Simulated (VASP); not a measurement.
# Mg (I4_1/amd) in VASP: further runs, part 2 of 2

VASP 6.6.1. The steps go on from the part before.

### 3 Single point, PBE

Contents of INCAR:

```
SYSTEM = Mg
PREC = Accurate ; ENCUT = 520
EDIFF = 1E-6 ; ISMEAR = -1
SIGMA = 0.08 ; LREAL = .False.
LASPH = .True. ; NELM = 100
ALGO = Normal ; ISIF = 2
LWAVE = .False. ; LCHARG = .False.
GGA = PE ; NBANDS = 9
```

Contents of KPOINTS:

```
regular mesh
0
Gamma
  14 14 14
  0 0 0
```

Contents of POSCAR:

```
Mg
1.0
   -2.9253888873      2.9253888873      1.5216188256
    2.9253888873     -2.9253888873      1.5216188256
    2.9253888873      2.9253888873     -1.5216188256
Mg
2
Direct
   -0.3750000000     -0.1250000000     -0.2500000000
    0.3750000000      0.1250000000      0.2500000000
```

Potentials or basis: VASP PAW PBE potentials, release 64 (Mg).

On the command line:

```console
cat potpaw_PBE.64/Mg/POTCAR > POTCAR
mpirun -np 1 vasp_std > vasp.out
```

OUTCAR:

```text
SYSTEM = Mg
   PREC = Accurate
   ENCUT = 520
   EDIFF = 1E-6
   ISMEAR = -1
   LREAL = .False.
   LASPH = .True.
   NELM = 100
   ISIF = 2
   GGA = PE

 ion  position               nearest neighbor table
   1  0.625  0.875  0.750-   2 3.02   2 3.02   2 3.02   2 3.02
   2  0.375  0.125  0.250-   1 3.02   1 3.02   1 3.02   1 3.02

  LATTYP: Found a body centered tetragonal cell.
 ALAT       =     5.8507777746
 C/A-ratio  =     0.5201424099

  Lattice vectors:

 A1 = (  -2.9253888873,   2.9253888873,   1.5216188256)
 A2 = (   2.9253888873,  -2.9253888873,   1.5216188256)
 A3 = (   2.9253888873,   2.9253888873,  -1.5216188256)

Analysis of symmetry for initial positions (statically):
=====================================================================
 Subroutine PRICEL returns:
 Original cell was already a primitive cell.

 Routine SETGRP: Setting up the symmetry group for a
 body centered tetragonal supercell.

 Subroutine GETGRP returns: Found 16 space group operations
 (whereof  4 operations were pure point group operations)
 out of a pool of 16 trial point group operations.

The static configuration has the point symmetry C_2h.
 The point group associated with its full space group is D_4h.

Analysis of symmetry for dynamics (positions and initial velocities):
=====================================================================
 Subroutine PRICEL returns:
 Original cell was already a primitive cell.

 Routine SETGRP: Setting up the symmetry group for a
 body centered tetragonal supercell.

 Subroutine GETGRP returns: Found 16 space group operations
 (whereof  4 operations were pure point group operations)
 out of a pool of 16 trial point group operations.

The dynamic configuration has the point symmetry C_2h.
 The point group associated with its full space group is D_4h.

 Subroutine INISYM returns: Found 16 space group operations
 (whereof  4 operations are pure point group operations),
 and found     1 'primitive' translations

[... 120 lines left out ...]
   LHFCALC =     F    Hartree Fock is set to
   AEXX    =    0.0000 exact exchange contribution
   IVDW    =     0    specifies the selected vdW correction
   LEPSILON=     F    determine dielectric tensor
   LRPA    =     F    only Hartree local field effects (RPA)
 non-spin polarized calculation
  energy-cutoff  :      520.00
  volume of cell :       52.09
 maximum number of plane-waves:      1429
 NGX is ok and might be reduce to    36
   NGX = 17   NGY = 17   NGZ = 17

 number of electron       4.0000000 magnetization

 Free energy of the ion-electron system (eV)
  ---------------------------------------------------
  ext. energy  EPLUGINS =         0.00000000
  ---------------------------------------------------
  free energy    TOTEN  =        -2.48211710 eV

  energy without entropy =       -2.46175659  energy(sigma->0) =       -2.47193684

 E-fermi :   1.9936     XC(G=0):  -8.0903

 val. band max:        1.9904725725   @ k =  -0.2143   0.4286   0.1429
 cond. band min:       2.0005975263   @ k =  -0.1429   0.4286   0.1429
 fundamental gap:      0.0101249538
 Fermi energy:         1.9936335388

 k-point     1 :       0.0000    0.0000    0.0000
  band No.  band energies     occupation
      1      -4.4196      2.00000
      2       3.5604      0.00000
      3       3.5604      0.00000
      4       4.5072      0.00000
      5       4.8027      0.00000
      6      10.6330      0.00000
      7      12.1107      0.00000
      8      12.2467      0.00000
      9      12.2467      0.00000
[... 265 lines left out ...]
 k-point    24 :       0.2857    0.1429    0.0000
  band No.  band energies     occupation
      1      -1.0347      2.00000
      2       2.9417      0.00001
      3       3.6656      0.00000
      4       4.1310      0.00000
      5       5.9957      0.00000
      6       6.4725      0.00000
      7       7.7686      0.00000
      8       9.0458      0.00000
      9      10.6314      0.00000

 [... further k-points ...]

------------------------ aborting loop because EDIFF is reached ----------------------------------------

  FORCE on cell =-STRESS in cart. coord.  units (eV):
  Direction    XX          YY          ZZ          XY          YZ          ZX
  --------------------------------------------------------------------------------------
  -------------------------------------------------------------------------------------
  Total       -0.1215949     -0.1215949     -0.1250803     -0.0000000      0.0000000     -0.0000000
  in kB       -3.7401843     -3.7401843     -3.8473917     -0.0000000      0.0000000     -0.0000000
  external PRESSURE =      -3.7759201 kB  Pullay stress =       0.0000000 kB

 VOLUME and BASIS-vectors are now :
 -----------------------------------------------------------------------------
  energy-cutoff  :      520.00
  volume of cell :       52.09
      direct lattice vectors                 reciprocal lattice vectors
    -2.925388887  2.925388887  1.521618826     0.000000000  0.170917447  0.328597407
     2.925388887 -2.925388887  1.521618826     0.170917447  0.000000000  0.328597407
     2.925388887  2.925388887 -1.521618826     0.170917447  0.170917447  0.000000000

 POSITION                                       TOTAL-FORCE (eV/Angst)
 -----------------------------------------------------------------------------------
      2.92539      1.46269      1.14121        -0.000000     -0.000000      0.000000
      0.00000      1.46269      0.38040         0.000000      0.000000     -0.000000
 -----------------------------------------------------------------------------------
    total drift:                                0.000000     -0.000000      0.000000

  FREE ENERGIE OF THE ION-ELECTRON SYSTEM (eV)
  ---------------------------------------------------
  free  energy   TOTEN  =        -2.4821170988 eV

  energy  without entropy=       -2.4617565871  energy(sigma->0) =       -2.47193684
```

Wall time 53 s (1 thread of AMD EPYC 9R45 (Zen 5), shared host); peak memory 0.24 GiB.

What came out:

| Property | Result |
| --- | --- |
| Free energy | -2.4821 eV |
| Pressure | -0.4 GPa |
| Band gap on the k mesh | zero (bands 2 and 3 overlap by 4.91 eV) |

Levels at points of the mesh, in eV from the Fermi level:
```csv
k point,band 1,band 2,band 3,band 4,band 5,band 6
"(0.00, 0.00, 0.00)",-6.41,1.57,1.57,2.51,2.81,8.64
"(0.50, 0.00, 0.00)",-1.46,-1.27,2.20,2.55,3.13,3.23
"(0.50, 0.50, 0.00)",-4.24,-4.24,3.51,3.51,4.75,4.75
"(0.50, 0.50, 0.50)",-2.23,-2.23,-1.97,-1.97,8.70,8.70
```

### 4 Relaxation of cell and atoms, PBE, target pressure -0.31 GPa, at which the enthalpy is minimised

This run uses another cell than the first one, of 24.05 Å³/atom.

Contents of INCAR:

```
PREC = Accurate ; ENCUT = 600
EDIFF = 1E-6 ; ISMEAR = -1
SIGMA = 0.08 ; LREAL = F
LASPH = T ; NELM = 60
ALGO = Normal ; ISIF = 3
LWAVE = F ; LCHARG = F
GGA = PE ; IBRION = 2
NSW = 60 ; EDIFFG = -0.005
PSTRESS = -3.1
```

Contents of KPOINTS:

```
Automatic mesh
0
Gamma
  14 14 14
```

Contents of POSCAR:

```
Mg
1.0
   -2.7961040241      2.7961040241      1.5378572132
    2.7961040241     -2.7961040241      1.5378572132
    2.7961040241      2.7961040241     -1.5378572132
Mg
2
Direct
   -0.3750000000     -0.1250000000     -0.2500000000
    0.3750000000      0.1250000000      0.2500000000
```

On the command line:

```console
cat potpaw_PBE.64/Mg/POTCAR > POTCAR
mpirun -np 1 vasp_std > vasp.out
```

It took 2.2 min on 1 thread of AMD EPYC 9R45 (Zen 5), shared host; peak memory 0.25 GiB.

It converged, with:

| Item | Value |
| --- | --- |
| Free energy | -2.4824 eV |
| Relaxed volume | 25.99 Å³/atom |
| Relaxed cell | a = 4.405 Å, b = 4.405 Å, c = 4.405 Å, α = 96.84°, β = 96.84°, γ = 139.62° |
| Space group after relaxing (to 0.1 Å) | I4_1/amd (No. 141) |
| Energy change on relaxing (the run minimises the enthalpy) | -17.1 meV/atom |
| Ionic steps | 8 |
| Pressure after relaxing | -0.3 GPa |
| Band gap on the k mesh | zero (bands 2 and 3 overlap by 4.92 eV) |

The path:
```
step  energy change (eV)  largest force (eV/Å)  pressure (GPa)  volume (Å³)
   1              0.0000                0.0000            1.89        48.09
   2             -0.0271                0.0000            0.44        50.42
   3             -0.0286                0.0000           -0.91        53.26
   4             -0.0311                0.0000           -0.61        52.53
   5             -0.0334                0.0000           -0.47        52.25
   6             -0.0341                0.0000           -0.37        52.08
   7             -0.0341                0.0000           -0.37        52.07
   8             -0.0343                0.0000           -0.33        51.98
```

Final structure:
```cif
data_structure
_symmetry_space_group_name_H-M 'P 1'
_symmetry_Int_Tables_number 1
_cell_length_a 4.4054
_cell_length_b 4.4054
_cell_length_c 4.4054
_cell_angle_alpha 96.840
_cell_angle_beta 96.840
_cell_angle_gamma 139.622
_cell_volume 51.98
loop_
_atom_site_label
_atom_site_type_symbol
_atom_site_fract_x
_atom_site_fract_y
_atom_site_fract_z
_atom_site_occupancy
Mg1 Mg 0.62500 0.87500 0.75000 1
Mg2 Mg 0.37500 0.12500 0.25000 1
```

Levels at points of the mesh, in eV from the Fermi level:
| k point | band 1 | band 2 | band 3 | band 4 | band 5 |
| --- | --- | --- | --- | --- | --- |
| (0.00, 0.00, 0.00) | -6.42 | 1.57 | 1.57 | 2.52 | 2.81 |
| (0.50, 0.00, 0.00) | -1.46 | -1.27 | 2.21 | 2.56 | 3.13 |
| (0.50, 0.50, 0.00) | -4.24 | -4.24 | 3.52 | 3.52 | 4.75 |
| (0.50, 0.50, 0.50) | -2.23 | -2.23 | -1.98 | -1.98 | 8.72 |

Caveat: the cell is relaxed towards a set pressure, so the run minimises the enthalpy, not the energy.

### 5 Relaxation of cell and atoms, PBE, target pressure -0.31 GPa, at which the enthalpy is minimised

Contents of INCAR:

```
SYSTEM = Mg
PREC = Accurate ; ENCUT = 600
EDIFF = 1E-7 ; ISMEAR = -1
SIGMA = 0.08 ; LREAL = .FALSE.
LASPH = .TRUE. ; NELM = 60
ALGO = Normal ; ISIF = 3
LWAVE = .FALSE. ; LCHARG = .FALSE.
GGA = PE ; IBRION = 2
NSW = 32 ; EDIFFG = -0.005
PSTRESS = -3.1
```

Contents of KPOINTS:

```
regular mesh
0
G
  14 14 14
  0 0 0
```

Contents of POSCAR:

```
Mg
1.0
   -2.9253888873      2.9253888873      1.5216188256
    2.9253888873     -2.9253888873      1.5216188256
    2.9253888873      2.9253888873     -1.5216188256
Mg
2
Direct
   -0.3750000000     -0.1250000000     -0.2500000000
    0.3750000000      0.1250000000      0.2500000000
```

On the command line:

```console
cat potpaw_PBE.64/Mg/POTCAR > POTCAR
mpirun -np 1 vasp_std > vasp.out
```

Run time: 44 s. Hardware: 1 thread of Intel Xeon 6975P-C (Granite Rapids), shared host; peak memory 0.28 GiB.

The run converged. Its results:

* Free energy: -2.4824 eV
* Relaxed volume: 26.00 Å³/atom
* Relaxed cell: a = 4.406 Å, b = 4.406 Å, c = 4.406 Å, α = 96.84°, β = 96.84°, γ = 139.62°
* Space group after relaxing (to 0.1 Å): I4_1/amd (No. 141)
* Energy change on relaxing (the run minimises the enthalpy): -0.1 meV/atom
* Ionic steps: 2
* Pressure after relaxing: -0.3 GPa
* Band gap on the k mesh: zero (bands 2 and 3 overlap by 4.92 eV)

The path:
| step | energy change (eV) | largest force (eV/Å) | pressure (GPa) | volume (Å³) |
| --- | --- | --- | --- | --- |
| 1 | 0.0000 | 0.0000 | -0.38 | 52.09 |
| 2 | -0.0002 | 0.0000 | -0.34 | 52.00 |

Final structure:
```yaml
crystal:
  lattice:
    - [-2.92392, 2.92392, 1.52073]
    - [2.92392, -2.92392, 1.52073]
    - [2.92392, 2.92392, -1.52073]
  atoms:
    - { symbol: Mg, position: [0.62500, 0.87500, 0.75000] }
    - { symbol: Mg, position: [0.37500, 0.12500, 0.25000] }
```

Levels at points of the mesh, in eV from the Fermi level:
```csv
k point,band 1,band 2,band 3,band 4,band 5
"(0.00, 0.00, 0.00)",-6.42,1.57,1.57,2.52,2.81
"(0.50, 0.00, 0.00)",-1.46,-1.27,2.21,2.55,3.13
"(0.50, 0.50, 0.00)",-4.24,-4.24,3.52,3.52,4.75
"(0.50, 0.50, 0.50)",-2.23,-2.23,-1.97,-1.97,8.71
```

Caveat: the cell is relaxed towards a set pressure, so the run minimises the enthalpy, not the energy.

### 6 Overview

```csv
task,cell,cutoff (eV),gap on the mesh (eV),pressure (GPa)
single point,"a = 4.408 Å, angles 96.8, 96.8, 139.6°, 2 atoms",520,none,-0.4
relaxation of cell and atoms,"relaxed to -0.31 GPa from a = 4.243 Å, angles 97.5, 97.5, 137.5°, 2 atoms",600,none,-0.3
relaxation of cell and atoms,"relaxed to -0.31 GPa from a = 4.408 Å, angles 96.8, 96.8, 139.6°, 2 atoms",600,none,-0.3
```

Alike in all rows: level PBE; potentials or basis VASP PAW PBE potentials, release 64 (Mg); no spin polarisation; k mesh 14 × 14 × 14; smearing fermi-dirac 0.08 eV.

Caveats: the cell is relaxed towards a set pressure, so the run minimises the enthalpy, not the energy (at least some runs).

Absolute energies hang on the potentials; compare differences alone.
